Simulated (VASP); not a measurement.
# ScB2 (P6/mmm) in VASP: a series of runs

Runs on ScB2. Level: LDA. Tasks: single point.

Everything below comes from runs of VASP 6.6.1. Logs are shortened: lines on timing, memory, paths and dates and some standing lists are left out, and cuts for length are marked.

### 1 The cell of the first run

The structure is hexagonal, space group P6/mmm (No. 191). Conventional cell: a = 3.080 Å, b = 3.080 Å, c = 3.430 Å, α = 90.00°, β = 90.00°, γ = 120.00°. Within 3.3 Å of Sc (site symmetry 6/mmm) lie 12 B at 2.47 Å and 6 Sc at 3.08 Å. Within 2.4 Å of B (site symmetry -6m2) lie 3 B at 1.78 Å.

### 2 Single point, LDA (volume scaled by 0.98, then relaxed in part)

INCAR reads:

```
SYSTEM = ScB2
PREC     = Accurate       ! precision mode
ENCUT    = 520            ! plane-wave cutoff, eV
EDIFF    = 1E-7           ! SCF threshold, eV
ISMEAR   = -1             ! smearing method
SIGMA    = 0.15           ! smearing width, eV
LREAL    = .FALSE.        ! projectors in reciprocal space
LASPH    = .TRUE.         ! aspherical terms in the spheres
NELM     = 80             ! most SCF steps
ALGO     = Normal         ! electronic algorithm
ISIF     = 2              ! what is computed and relaxed
LWAVE    = .FALSE.        ! write WAVECAR
LCHARG   = .FALSE.        ! write CHGCAR
NBANDS   = 16             ! bands
```

KPOINTS reads:

```
regular mesh
0
G
  18 18 12
  0 0 0
```

POSCAR reads:

```
ScB2
1.0
    3.0800593923      0.0000000000      0.0000000000
   -1.5400296961      2.6674096789      0.0000000000
    0.0000000000      0.0000000000      3.4304891085
Sc B
1 2
Direct
    0.0000000000      0.0000000000      0.0000000000
    0.3333333333      0.6666666667      0.5000000000
    0.6666666667      0.3333333333      0.5000000000
```

Potentials or basis: VASP PAW LDA potentials, release 64 (Sc_sv, B).

Command:

```
> cat potpaw_LDA.64/Sc_sv/POTCAR potpaw_LDA.64/B/POTCAR > POTCAR
> mpirun -np 1 vasp_std > vasp.out
```

OUTCAR:

```text
SYSTEM = ScB2
   PREC = Accurate
   ENCUT = 520
   EDIFF = 1E-7
   ISMEAR = -1
   LREAL = .FALSE.
   LASPH = .TRUE.
   NELM = 80
   ISIF = 2

 ion  position               nearest neighbor table
   1  0.000  0.000  0.000-   2 2.47   3 2.47   2 2.47   3 2.47   2 2.47   2 2.47   3 2.47   3 2.47
                             3 2.47   3 2.47   2 2.47   2 2.47
   2  0.333  0.667  0.500-   3 1.78   3 1.78   3 1.78   1 2.47   1 2.47   1 2.47   1 2.47   1 2.47
                             1 2.47
   3  0.667  0.333  0.500-   2 1.78   2 1.78   2 1.78   1 2.47   1 2.47   1 2.47   1 2.47   1 2.47
                             1 2.47

  LATTYP: Found a hexagonal cell.
 ALAT       =     3.0800593923
 C/A-ratio  =     1.1137736880

  Lattice vectors:

 A1 = (   3.0800593923,   0.0000000000,   0.0000000000)
 A2 = (  -1.5400296961,   2.6674096789,   0.0000000000)
 A3 = (   0.0000000000,   0.0000000000,   3.4304891085)

Analysis of symmetry for initial positions (statically):
=====================================================================
 Subroutine PRICEL returns:
 Original cell was already a primitive cell.

 Routine SETGRP: Setting up the symmetry group for a
 hexagonal supercell.

 Subroutine GETGRP returns: Found 24 space group operations
 (whereof 24 operations were pure point group operations)
 out of a pool of 24 trial point group operations.

The static configuration has the point symmetry D_6h.

Analysis of symmetry for dynamics (positions and initial velocities):
=====================================================================
 Subroutine PRICEL returns:
 Original cell was already a primitive cell.

 Routine SETGRP: Setting up the symmetry group for a
 hexagonal supercell.

 Subroutine GETGRP returns: Found 24 space group operations
 (whereof 24 operations were pure point group operations)
 out of a pool of 24 trial point group operations.

The dynamic configuration has the point symmetry D_6h.

 Subroutine INISYM returns: Found 24 space group operations
 (whereof 24 operations are pure point group operations),
 and found     1 'primitive' translations

----------------------------------------------------------------------------------------

                                     Primitive cell

  volume of cell :      28.1841

  direct lattice vectors                    reciprocal lattice vectors
     3.080059392  0.000000000  0.000000000     0.324669064  0.187447771  0.000000000
    -1.540029696  2.667409679  0.000000000     0.000000000  0.374895543  0.000000000
     0.000000000  0.000000000  3.430489109     0.000000000  0.000000000  0.291503622

  length of vectors
[... 89 lines left out ...]
   NFREE  =      0    steps in history (QN), initial steepest desc. (CG)
   ISIF   =      2    stress and relaxation
   ISYM   =      2    0-nonsym 1-usesym 2-fastsym
   POTIM  = 0.5000    time-step for ionic-motion
   TEBEG  =    0.0;   TEEND  =   0.0 temperature during run
   PSTRESS=    0.0 pullay stress
   NELECT =      17.0000    total number of electrons
   NUPDOWN=      -1.0000    fix difference up-down
   EMIN   =  10.00;   EMAX   =-10.00  energy-range for DOS
   EFERMI =   0.00;   METHOD = LEGACY
   ISMEAR =    -1;   SIGMA  =   0.15  broadening in eV -4-tet -1-fermi 0-gaus
   EFERMI_NEDOS =   21; number of points for ismear=-14 and -15
   IALGO  =     38    algorithm
   IMIX   =      4    mixing-type and parameters
     AMIX     =   0.40;   BMIX     =  1.00
     AMIX_MAG =   1.60;   BMIX_MAG =  1.00
  volume/ion in A,a.u.               =       9.39        63.40
  Fermi-wavevector in a.u.,A,eV,Ry     =   1.383214  2.613896 26.031785  1.913282
  Thomas-Fermi vector in A             =   2.507833
   LORBIT       =      0    0 simple, 1 ext, 2 COOP (PROOUT), +10 PAW based schemes
   GGA     = CA    functional components
   LHFCALC =     F    Hartree Fock is set to
   AEXX    =    0.0000 exact exchange contribution
   IVDW    =     0    specifies the selected vdW correction
   LEPSILON=     F    determine dielectric tensor
   LRPA    =     F    only Hartree local field effects (RPA)
 non-spin polarized calculation
  energy-cutoff  :      520.00
  volume of cell :       28.18
 maximum number of plane-waves:       776
 NGX is ok and might be reduce to    24
   NGX = 11   NGY = 11   NGZ = 13

 number of electron      16.9999999 magnetization

 Free energy of the ion-electron system (eV)
  ---------------------------------------------------
  ext. energy  EPLUGINS =         0.00000000
  ---------------------------------------------------
  free energy    TOTEN  =       -24.41044869 eV

  energy without entropy =      -24.34618921  energy(sigma->0) =      -24.37831895

 E-fermi :   6.4057     XC(G=0): -12.4174

 val. band max:        6.4052354105   @ k =   0.3333   0.1111   0.1667
 cond. band min:       6.4057132416   @ k =   0.3333   0.0556   0.0833
 fundamental gap:      0.0004778311
 Fermi energy:         6.4057106349

 k-point     1 :       0.0000    0.0000    0.0000
  band No.  band energies     occupation
      1     -40.9654      2.00000
      2     -20.0678      2.00000
      3     -19.6831      2.00000
      4     -19.6831      2.00000
      5      -5.2980      2.00000
      6       4.9800      1.99985
[... 433 lines left out ...]
      3     -19.9439      2.00000
      4     -19.8748      2.00000
      5      -1.8300      2.00000
      6      -0.2638      2.00000
[... 8 lines left out ...]
     15      15.5310      0.00000
     16      16.3184      0.00000

 [... further k-points ...]

------------------------ aborting loop because EDIFF is reached ----------------------------------------

  FORCE on cell =-STRESS in cart. coord.  units (eV):
  Direction    XX          YY          ZZ          XY          YZ          ZX
  --------------------------------------------------------------------------------------
  -------------------------------------------------------------------------------------
  Total        0.9031867      0.9031867      0.9435259      0.0000000     -0.0000000     -0.0000000
  in kB       51.3432366     51.3432366     53.6363906      0.0000000     -0.0000000     -0.0000000
  external PRESSURE =      52.1076213 kB  Pullay stress =       0.0000000 kB

 VOLUME and BASIS-vectors are now :
 -----------------------------------------------------------------------------
  energy-cutoff  :      520.00
  volume of cell :       28.18
      direct lattice vectors                 reciprocal lattice vectors
     3.080059392  0.000000000  0.000000000     0.324669064  0.187447771  0.000000000
    -1.540029696  2.667409679  0.000000000     0.000000000  0.374895543  0.000000000
     0.000000000  0.000000000  3.430489109     0.000000000  0.000000000  0.291503622

 POSITION                                       TOTAL-FORCE (eV/Angst)
 -----------------------------------------------------------------------------------
      0.00000      0.00000      0.00000        -0.000000     -0.000000     -0.000000
     -0.00000      1.77827      1.71524        -0.000000     -0.000000     -0.000000
      1.54003      0.88914      1.71524         0.000000      0.000000      0.000000
 -----------------------------------------------------------------------------------
    total drift:                               -0.000000      0.000000     -0.000000

  FREE ENERGIE OF THE ION-ELECTRON SYSTEM (eV)
  ---------------------------------------------------
  free  energy   TOTEN  =       -24.4104486941 eV

  energy  without entropy=      -24.3461892135  energy(sigma->0) =      -24.37831895
```

Wall time 68 s (1 thread of Intel Xeon Platinum 8488C (Sapphire Rapids), shared host); peak memory 0.22 GiB.

Results:

* Free energy: -24.4104 eV
* Pressure: 5.2 GPa

Stress tensor (GPa, compression positive):
```
5.13 0.00 0.00
0.00 5.13 0.00
0.00 0.00 5.36
```

Caveat: the cell differs from its parent crystal (volume scaled by 0.98, then relaxed in part).

### 3 Single point, LDA

This run uses another cell than the first one, of 9.59 Å³/atom, 1.020 times its volume.

INCAR reads:

```
SYSTEM = ScB2
PREC = Accurate
ENCUT = 520
EDIFF = 1E-6
ISMEAR = -1
SIGMA = 0.15
LREAL = .FALSE.
LASPH = .TRUE.
NELM = 100
ALGO = Normal
ISIF = 2
LWAVE = .FALSE.
LCHARG = .TRUE.
GGA = CA
LELF = .TRUE.
LVHAR = .TRUE.
NBANDS = 16
```

KPOINTS reads:

```
Automatic mesh
0
G
  18 18 12
  0 0 0
```

POSCAR reads:

```
ScB2
1.0
    3.0988168790      0.0000000000      0.0000000000
   -1.5494084395      2.6836541389      0.0000000000
    0.0000000000      0.0000000000      3.4582495207
Sc B
1 2
Direct
    0.0000000000      0.0000000000      0.0000000000
    0.3333333333      0.6666666667      0.5000000000
    0.6666666667      0.3333333333      0.5000000000
```

Potentials or basis: VASP PAW LDA potentials, release 64 (Sc_sv, B).

Command:

```
> cat potpaw_LDA.64/Sc_sv/POTCAR potpaw_LDA.64/B/POTCAR > POTCAR
> mpirun -np 1 vasp_std > vasp.out
```

It took 75 s on 1 thread of Intel Xeon Platinum 8488C (Sapphire Rapids), shared host; peak memory 0.22 GiB.

Results (log left out):

```
Free energy : -24.4214 eV
Pressure    : 0.7 GPa
```

Stress tensor (GPa, compression positive):
```
0.67 0.00 0.00
0.00 0.67 0.00
0.00 0.00 0.90
```

Levels at points of the mesh, in eV from the Fermi level:
| k point | band 6 | band 7 | band 8 | band 9 | band 10 | band 11 | band 12 | band 13 |
| --- | --- | --- | --- | --- | --- | --- | --- | --- |
| (0.00, 0.00, 0.00) | -1.47 | -0.93 | -0.93 | -0.47 | 4.27 | 4.27 | 5.07 | 5.07 |
| (0.50, 0.00, 0.00) | -7.53 | -1.98 | -1.90 | -0.50 | 3.55 | 3.83 | 5.27 | 5.53 |
| (0.00, 0.00, 0.50) | -5.87 | 0.51 | 0.51 | 2.04 | 2.04 | 2.49 | 2.49 | 3.24 |
| (0.50, 0.00, 0.50) | -6.06 | -3.01 | -2.19 | -1.50 | 4.53 | 5.45 | 6.06 | 6.34 |

[end of part 1 of 2]
